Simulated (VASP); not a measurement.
# Al2Au in VASP: further runs, part 2 of 2

VASP 6.6.1.

## (4) Single point, LDA (volume scaled by 0.94)

Contents of INCAR:

```
PREC = Accurate
ENCUT = 520
EDIFF = 1E-6
ISMEAR = -1
SIGMA = 0.05
LREAL = False
LASPH = True
NELM = 100
ALGO = Normal
ISIF = 2
LWAVE = False
LCHARG = False
NBANDS = 16
```

Contents of KPOINTS:

```
Automatic mesh
0
Gamma
  8 8 8
```

Contents of POSCAR:

```
Al2Au
1.0
    0.0000000000      2.9387583261      2.9387583261
    2.9387583261      0.0000000000      2.9387583261
    2.9387583261      2.9387583261      0.0000000000
Au Al
1 2
Direct
    0.0000000000      0.0000000000      0.0000000000
    0.7500000000      0.7500000000      0.7500000000
    0.2500000000      0.2500000000      0.2500000000
```

Potentials or basis: VASP PAW LDA potentials, release 64 (Au, Al).

Run with:

```bash
> cat potpaw_LDA.64/Au/POTCAR potpaw_LDA.64/Al/POTCAR > POTCAR
> mpirun -np 1 vasp_std > vasp.out
```

OUTCAR:

```text
PREC = Accurate
   ENCUT = 520
   EDIFF = 1E-6
   ISMEAR = -1
   LREAL = False
   LASPH = True
   NELM = 100
   ISIF = 2

 ion  position               nearest neighbor table
   1  0.000  0.000  0.000-   2 2.55   2 2.55   2 2.55   3 2.55   3 2.55   3 2.55   3 2.55   2 2.55

   2  0.750  0.750  0.750-   1 2.55   1 2.55   1 2.55   1 2.55   3 2.94   3 2.94   3 2.94   3 2.94
                             3 2.94   3 2.94
   3  0.250  0.250  0.250-   1 2.55   1 2.55   1 2.55   1 2.55   2 2.94   2 2.94   2 2.94   2 2.94
                             2 2.94   2 2.94

  LATTYP: Found a face centered cubic cell.
 ALAT       =     5.8775166522

  Lattice vectors:

 A1 = (   0.0000000000,   2.9387583261,   2.9387583261)
 A2 = (   2.9387583261,   0.0000000000,   2.9387583261)
 A3 = (   2.9387583261,   2.9387583261,   0.0000000000)

Analysis of symmetry for initial positions (statically):
=====================================================================
 Subroutine PRICEL returns:
 Original cell was already a primitive cell.

 Routine SETGRP: Setting up the symmetry group for a
 face centered cubic supercell.

 Subroutine GETGRP returns: Found 48 space group operations
 (whereof 48 operations were pure point group operations)
 out of a pool of 48 trial point group operations.

The static configuration has the point symmetry O_h .

Analysis of symmetry for dynamics (positions and initial velocities):
=====================================================================
 Subroutine PRICEL returns:
 Original cell was already a primitive cell.

 Routine SETGRP: Setting up the symmetry group for a
 face centered cubic supercell.

 Subroutine GETGRP returns: Found 48 space group operations
 (whereof 48 operations were pure point group operations)
 out of a pool of 48 trial point group operations.

The dynamic configuration has the point symmetry O_h .

 Subroutine INISYM returns: Found 48 space group operations
 (whereof 48 operations are pure point group operations),
 and found     1 'primitive' translations

----------------------------------------------------------------------------------------

                                     Primitive cell

  volume of cell :      50.7600

  direct lattice vectors                    reciprocal lattice vectors
     0.000000000  2.938758326  2.938758326    -0.170139884  0.170139884  0.170139884
     2.938758326  0.000000000  2.938758326     0.170139884 -0.170139884  0.170139884
     2.938758326  2.938758326  0.000000000     0.170139884  0.170139884 -0.170139884

  length of vectors
     4.156031881  4.156031881  4.156031881     0.294690923  0.294690923  0.294690923

  position of ions in fractional coordinates (direct lattice)
     0.000000000  0.000000000  0.000000000
     0.750000000  0.750000000  0.750000000
     0.250000000  0.250000000  0.250000000

  ion indices of the primitive-cell ions
   primitive index   ion index
                 1           1
                 2           2
                 3           3

----------------------------------------------------------------------------------------

 KPOINTS: Automatic mesh

Automatic generation of k-mesh.
 Grid dimensions read from file:
 generate k-points for:    8    8    8

 Generating k-lattice:

  Cartesian coordinates                     Fractional coordinates (reciprocal lattice)
    -0.021267485  0.021267485  0.021267485     0.125000000  0.000000000  0.000000000
     0.021267485 -0.021267485  0.021267485     0.000000000  0.125000000  0.000000000
     0.021267485  0.021267485 -0.021267485     0.000000000  0.000000000  0.125000000

  Length of vectors
     0.036836365  0.036836365  0.036836365

  Shift w.r.t. Gamma in fractional coordinates (k-lattice)
     0.000000000  0.000000000  0.000000000

 Subroutine IBZKPT returns following result:
 ===========================================

 Found     29 irreducible k-points:

 Following reciprocal coordinates:
            Coordinates               Weight
  0.000000  0.000000  0.000000      1.000000
  0.125000  0.000000  0.000000      8.000000
  0.250000  0.000000  0.000000      8.000000
  0.375000  0.000000  0.000000      8.000000
  0.500000  0.000000  0.000000      4.000000
  0.125000  0.125000  0.000000      6.000000
[... 16 lines left out ...]
  0.500000  0.250000  0.125000     48.000000
 -0.375000  0.250000  0.125000     24.000000
 [... further k-points ...]
   k-points           NKPTS =     29   k-points in BZ     NKDIM =     29   number of bands    NBANDS=     16
   number of dos      NEDOS =    301   number of ions     NIONS =      3
   total plane-waves  NPLWV =  32768
   dimension x,y,z NGX =    32 NGY =   32 NGZ =   32
   dimension x,y,z NGXF=    64 NGYF=   64 NGZF=   64
   ions per type =               1   2
   NGX,Y,Z   is equivalent  to a cutoff of  12.80, 12.80, 12.80 a.u.
   NGXF,Y,Z  is equivalent  to a cutoff of  25.60, 25.60, 25.60 a.u.
 SYSTEM =  unknown system
   PREC   = accura    normal or accurate (medium, high low for compatibility)
   ISTART =      0    job   : 0-new  1-cont  2-samecut
   ICHARG =      2    charge: 1-file 2-atom 10-const
   ISPIN  =      1    spin polarized calculation?
   LNONCOLLINEAR =      F non collinear calculations
   LSORBIT =      F    spin-orbit coupling
   LASPH  =      T    aspherical Exc in radial PAW
   ENCUT  =  520.0 eV  38.22 Ry    6.18 a.u.   7.73  7.73  7.73*2*pi/ulx,y,z
   NELM   =    100;   NELMIN=  2; NELMDL= -5     # of ELM steps
   EDIFF  = 0.1E-05   stopping-criterion for ELM
   LREAL  =      F    real-space projection
   EDIFFG = 0.1E-04   stopping-criterion for IOM
   NSW    =      0    number of steps for IOM
   IBRION =     -1    ionic relax: 0-MD 1-quasi-New 2-CG
   NFREE  =      0    steps in history (QN), initial steepest desc. (CG)
   ISIF   =      2    stress and relaxation
   ISYM   =      2    0-nonsym 1-usesym 2-fastsym
   POTIM  = 0.5000    time-step for ionic-motion
   TEBEG  =    0.0;   TEEND  =   0.0 temperature during run
   PSTRESS=    0.0 pullay stress
   NELECT =      17.0000    total number of electrons
   NUPDOWN=      -1.0000    fix difference up-down
   EMIN   =  10.00;   EMAX   =-10.00  energy-range for DOS
   EFERMI =   0.00;   METHOD = LEGACY
   ISMEAR =    -1;   SIGMA  =   0.05  broadening in eV -4-tet -1-fermi 0-gaus
   EFERMI_NEDOS =   21; number of points for ismear=-14 and -15
   IALGO  =     38    algorithm
   IMIX   =      4    mixing-type and parameters
     AMIX     =   0.40;   BMIX     =  1.00
     AMIX_MAG =   1.60;   BMIX_MAG =  1.00
  volume/ion in A,a.u.               =      16.92       114.18
  Fermi-wavevector in a.u.,A,eV,Ry     =   1.136887  2.148405 17.585691  1.292512
  Thomas-Fermi vector in A             =   2.273592
   LORBIT       =      0    0 simple, 1 ext, 2 COOP (PROOUT), +10 PAW based schemes
   GGA     = CA    functional components
   LHFCALC =     F    Hartree Fock is set to
   AEXX    =    0.0000 exact exchange contribution
   IVDW    =     0    specifies the selected vdW correction
   LEPSILON=     F    determine dielectric tensor
   LRPA    =     F    only Hartree local field effects (RPA)
 non-spin polarized calculation
  energy-cutoff  :      520.00
  volume of cell :       50.76
 maximum number of plane-waves:      1384
   NGX = 15   NGY = 15   NGZ = 15

 number of electron      16.9999999 magnetization

 Free energy of the ion-electron system (eV)
  ---------------------------------------------------
  ext. energy  EPLUGINS =         0.00000000
  ---------------------------------------------------
  free energy    TOTEN  =       -14.26653121 eV

  energy without entropy =      -14.25997531  energy(sigma->0) =      -14.26325326

 E-fermi :   8.3575     XC(G=0): -10.9869

 val. band max:        8.2449434262   @ k =   0.3750   0.1250   0.0000
 cond. band min:       8.3861261994   @ k =  -0.1250   0.1250   0.0000
 fundamental gap:      0.1411827732
 Fermi energy:         8.3575307186

 k-point     1 :       0.0000    0.0000    0.0000
  band No.  band energies     occupation
      1      -2.6712      2.00000
      2       1.3514      2.00000
      3       1.3514      2.00000
      4       1.3514      2.00000
      5       2.3846      2.00000
      6       2.3846      2.00000
[... 8 lines left out ...]
     15      14.2137      0.00000
     16      14.2137      0.00000
[... 419 lines left out ...]
 k-point    24 :      -0.3750    0.2500    0.1250
  band No.  band energies     occupation
      1      -0.0114      2.00000
      2       1.1297      2.00000
      3       1.7246      2.00000
      4       1.8639      2.00000
      5       2.3240      2.00000
      6       2.6027      2.00000
[... 8 lines left out ...]
     15      16.3710      0.00000
     16      18.7604      0.00000

 [... further k-points ...]
[... 5 lines left out ...]
  --------------------------------------------------------------------------------------
  -------------------------------------------------------------------------------------
  Total        1.7117451      1.7117451      1.7117451     -0.0000000      0.0000000      0.0000000
  in kB       54.0291422     54.0291422     54.0291422     -0.0000000      0.0000000      0.0000000
  external PRESSURE =      54.0291422 kB  Pullay stress =       0.0000000 kB

 VOLUME and BASIS-vectors are now :
 -----------------------------------------------------------------------------
  energy-cutoff  :      520.00
  volume of cell :       50.76
      direct lattice vectors                 reciprocal lattice vectors
     0.000000000  2.938758326  2.938758326    -0.170139884  0.170139884  0.170139884
     2.938758326  0.000000000  2.938758326     0.170139884 -0.170139884  0.170139884
     2.938758326  2.938758326  0.000000000     0.170139884  0.170139884 -0.170139884

 POSITION                                       TOTAL-FORCE (eV/Angst)
 -----------------------------------------------------------------------------------
      0.00000      0.00000      0.00000        -0.000000     -0.000000      0.000000
      4.40814      4.40814      4.40814        -0.000000     -0.000000     -0.000000
      1.46938      1.46938      1.46938         0.000000      0.000000      0.000000
 -----------------------------------------------------------------------------------
    total drift:                                0.000000     -0.000000      0.000000

  FREE ENERGIE OF THE ION-ELECTRON SYSTEM (eV)
  ---------------------------------------------------
  free  energy   TOTEN  =       -14.2665312145 eV

  energy  without entropy=      -14.2599753089  energy(sigma->0) =      -14.26325326
```

OSZICAR:

```text
N       E                     dE             d eps       ncg     rms          rms(c)
DAV:   1     0.519567835653E+02    0.51957E+02   -0.70697E+03   952   0.887E+02
DAV:   2    -0.143834899835E+02   -0.66340E+02   -0.61336E+02  1128   0.173E+02
DAV:   3    -0.156919655594E+02   -0.13085E+01   -0.13047E+01  1184   0.229E+01
DAV:   4    -0.157003707259E+02   -0.84052E-02   -0.84047E-02  1080   0.215E+00
DAV:   5    -0.157004804647E+02   -0.10974E-03   -0.10974E-03  1176   0.248E-01    0.982E+00
DAV:   6    -0.144050872379E+02    0.12954E+01   -0.46030E+00  1104   0.217E+01    0.389E+00
DAV:   7    -0.143096900341E+02    0.95397E-01   -0.19787E-01  1008   0.442E+00    0.189E+00
DAV:   8    -0.142677989690E+02    0.41891E-01   -0.23963E-02  1120   0.936E-01    0.414E-01
DAV:   9    -0.142665189778E+02    0.12800E-02   -0.20538E-03  1056   0.425E-01    0.214E-01
DAV:  10    -0.142665358808E+02   -0.16903E-04   -0.10497E-04  1104   0.762E-02    0.361E-02
DAV:  11    -0.142665312741E+02    0.46068E-05   -0.49789E-06  1160   0.176E-02    0.121E-02
DAV:  12    -0.142665312145E+02    0.59590E-07   -0.45950E-07   616   0.629E-03
   1 F= -.14266531E+02 E0= -.14263253E+02  d E =-.655591E-02
```

stdout:

```text
POSCAR found type information on POSCAR AuAl
 POSCAR found :  2 types and       3 ions
 scaLAPACK will be used
 LDA part: xc-table for (Slater(with rela. corr.)+CA(PZ))
 , standard interpolation
 POSCAR, INCAR and KPOINTS ok, starting setup
 FFT: planning ... GRIDC
 FFT: planning ... GRID_SOFT
 FFT: planning ... GRID
 WAVECAR not read
 entering main loop
```

Wall time 10 s (1 thread of AMD EPYC 9R45 (Zen 5), shared host); peak memory 0.13 GiB.

What came out:

```yaml
Free_energy: -14.2665 eV
Pressure: 5.4 GPa
```

Levels at points of the mesh, in eV from the Fermi level:
| k point | band 5 | band 6 | band 7 | band 8 | band 9 | band 10 | band 11 | band 12 | band 13 | band 14 |
| --- | --- | --- | --- | --- | --- | --- | --- | --- | --- | --- |
| (0.00, 0.00, 0.00) | -5.97 | -5.97 | 2.54 | 2.94 | 2.94 | 2.94 | 4.17 | 4.17 | 4.17 | 5.86 |
| (0.50, 0.00, 0.00) | -5.84 | -5.84 | -5.75 | 0.30 | 0.30 | 3.32 | 4.00 | 4.00 | 4.01 | 9.02 |
| (0.50, 0.50, 0.00) | -6.13 | -5.63 | -5.28 | -2.27 | -2.27 | 1.57 | 2.10 | 7.68 | 10.22 | 10.22 |

Caveat: spin-orbit coupling is left out, which moves the levels of the heavy elements.

## (5) Single point, PBEsol (volume scaled by 0.94)

Contents of INCAR:

```
SYSTEM = Al2Au
PREC = Accurate ; ENCUT = 520
EDIFF = 1E-6 ; ISMEAR = -1
SIGMA = 0.05 ; LREAL = .False.
LASPH = .True. ; NELM = 60
ALGO = Normal ; ISIF = 2
LWAVE = .False. ; LCHARG = .True.
GGA = PS ; LELF = .True.
LVHAR = .True. ; NBANDS = 16
```

Contents of KPOINTS:

```
Automatic mesh
0
Gamma
  8 8 8
  0 0 0
```

POSCAR is that of step 4.

Potentials or basis: VASP PAW PBE potentials, release 64 (Au, Al).

Run with:

```bash
> cat potpaw_PBE.64/Au/POTCAR potpaw_PBE.64/Al/POTCAR > POTCAR
> mpirun -np 1 vasp_std > vasp.out
```

Wall time 12 s (1 thread of AMD EPYC 9R45 (Zen 5), shared host); peak memory 0.16 GiB.

It converged, with:

```
Free energy : -13.4110 eV
Pressure    : 8.1 GPa
```

Levels at points of the mesh, in eV from the Fermi level:
| k point | band 6 | band 7 | band 8 | band 9 | band 10 | band 11 | band 12 | band 13 |
| --- | --- | --- | --- | --- | --- | --- | --- | --- |
| (0.00, 0.00, 0.00) | -5.96 | 2.70 | 2.91 | 2.91 | 2.91 | 4.19 | 4.19 | 4.19 |
| (0.50, 0.00, 0.00) | -5.82 | -5.74 | 0.29 | 0.29 | 3.34 | 3.99 | 3.99 | 4.08 |
| (0.50, 0.50, 0.00) | -5.61 | -5.28 | -2.29 | -2.29 | 1.63 | 2.04 | 7.65 | 10.33 |

Caveat: the PAW data sets were made with another functional, which shifts forces and pressure a little; spin-orbit coupling is left out, which moves the levels of the heavy elements.

## (6) The runs side by side

| level | potentials or basis | cell | gap on the mesh (eV) | pressure (GPa) |
| --- | --- | --- | --- | --- |
| PBEsol | VASP PAW PBE potentials, release 64 (Au, Al) | a = 4.326 Å, angles 60.0°, 3 atoms | none | -5.9 |
| PBEsol | VASP PAW PBE potentials, release 64 (Au, Al) | a = 4.243 Å, angles 60.0°, 3 atoms | none | 0.0 |
| LDA | VASP PAW LDA potentials, release 64 (Au, Al) | a = 4.156 Å, angles 60.0°, 3 atoms | none | 5.4 |
| PBEsol | VASP PAW PBE potentials, release 64 (Au, Al) | a = 4.156 Å, angles 60.0°, 3 atoms | none | 8.1 |

Alike in all rows: task single point; no spin polarisation; k mesh 8 × 8 × 8; cutoff (eV) 520; smearing fermi-dirac 0.05 eV.

Caveats: spin-orbit coupling is left out, which moves the levels of the heavy elements; the PAW data sets were made with another functional, which shifts forces and pressure a little (some runs).

Absolute energies hang on the potentials; compare differences alone.
